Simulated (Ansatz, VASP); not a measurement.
**One calculation of MoSe, two programs**

```
Mo Se
1.0
     0.00000    3.02637    3.02637
     3.02637    0.00000    3.02637
     3.02637    3.02637    0.00000
Mo Se
1 1
Cartesian
  0.0000 0.0000 0.0000
  3.0264 3.0264 3.0264
```

Alike in both runs: task single point; functional PBE; k mesh 12 × 12 × 12; occupations gaussian, width 0.1 eV; no spin polarisation; Hubbard terms Mo d U = 4.38 eV.

|  | VASP | Ansatz |
| --- | --- | --- |
| version | VASP 6.6.1 | Ansatz 0.2.0 |
| potentials or method | VASP PAW PBE potentials, release 64 (Mo_sv, Se), cutoff 500 eV | scalar-relativistic, plane waves, PAW |
| valence electrons in the cell | 20 | 30 |

Ansatz gave:

* gap on the k mesh at the Fermi level (eV): none
* pressure (GPa): -16.6

Question: What did VASP give for the same quantities?

Answer: gap on the k mesh at the Fermi level (eV): none; pressure (GPa): -17.0.

The programs project onto different local orbitals, so the same U acts differently, and such runs can settle in different states. A gap of «none» marks a metal or a gap that the smearing closes. VASP's potentials hold 20 valence electrons a cell and Ansatz's 30, so a difference there can come from the potentials and not from the codes. Ansatz's warnings: filled band counts differ across k points.
